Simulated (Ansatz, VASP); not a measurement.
One calculation of Ti2BN, two programs

The input INCAR:

```
PREC = Accurate ; ENCUT = 520
EDIFF = 1E-6 ; ISMEAR = -1
SIGMA = 0.05 ; LREAL = False
LASPH = True ; NELM = 60
ALGO = Normal ; ISIF = 2
LWAVE = False ; LCHARG = False
GGA = PE ; NBANDS = 24
```

File KPOINTS:

```
Automatic mesh
0
Gamma
  10 10 5
```

The input POSCAR:

```
Ti2BN
1.0
    2.9480165512      0.0000000000      0.0000000000
   -1.4740082756      2.5530572280      0.0000000000
    0.0000000000      0.0000000000      5.7074060878
Ti B N
2 1 1
Direct
    0.0000000000      0.0000000000      0.2565625700
    0.0000000000      0.0000000000      0.7434374300
    0.0000000000      0.0000000000      0.5000000000
    0.0000000000      0.0000000000      0.0000000000
```

input.yaml

```yaml
crystal:
  lattice:
    - [2.9480165512, 0.0, 0.0]
    - [-1.4740082756, 2.553057228, 0.0]
    - [0.0, 0.0, 5.7074060878]
  atoms:
    - { symbol: Ti, position: [0.0, 0.0, 0.25656257] }
    - { symbol: Ti, position: [0.0, 0.0, 0.74343743] }
    - { symbol: B, position: [0.0, 0.0, 0.5] }
    - { symbol: "N", position: [0.0, 0.0, 0.0] }
kpoints:
  mp_grid: { grid: [10, 10, 5] }
scf:
  occupations: { method: fermi_dirac, width: 0.05 }
hamiltonian:
  xc: pbe
  pseudopotentials: { kind: all_electron, lapw: { basis_error: 0.001 } }
output:
  forces: true
  stress: true
  eigenvalues: true
```

Change from the starting cell: volume scaled by 0.94.

Alike in both runs: task single point; functional PBE; k mesh 10 × 10 × 5; occupations fermi-dirac, width 0.05 eV; no spin polarisation.

|  | VASP | Ansatz |
| --- | --- | --- |
| version | VASP 6.6.1 | Ansatz 0.2.0 |
| potentials or method | VASP PAW PBE potentials, release 64 (Ti_sv, B, N), cutoff 520 eV | all-electron LAPW, scalar-relativistic |

|  | VASP | Ansatz | Ansatz less VASP |
| --- | --- | --- | --- |
| gap on the k mesh at the Fermi level (eV) | none | none | - |
| pressure (GPa) | 137.5 | 135.9 | -1.58 |
| traceless stress, the component that is largest in VASP (GPa) | 238.78 | 234.61 | -4.172 |
| rms of the force components (eV/Å) | 1.346 | 2.039 | +0.6931 |

Atom by atom the forces differ by 0.693 eV/Å (rms over components). A gap of «none» marks a metal or a gap that the smearing closes. Both programs put the cell under a high pressure, so it lies far from rest at this level. Ansatz ran all-electron here, and VASP with PAW potentials.

Noted on VASP's run: the cell as given lies far from equilibrium.
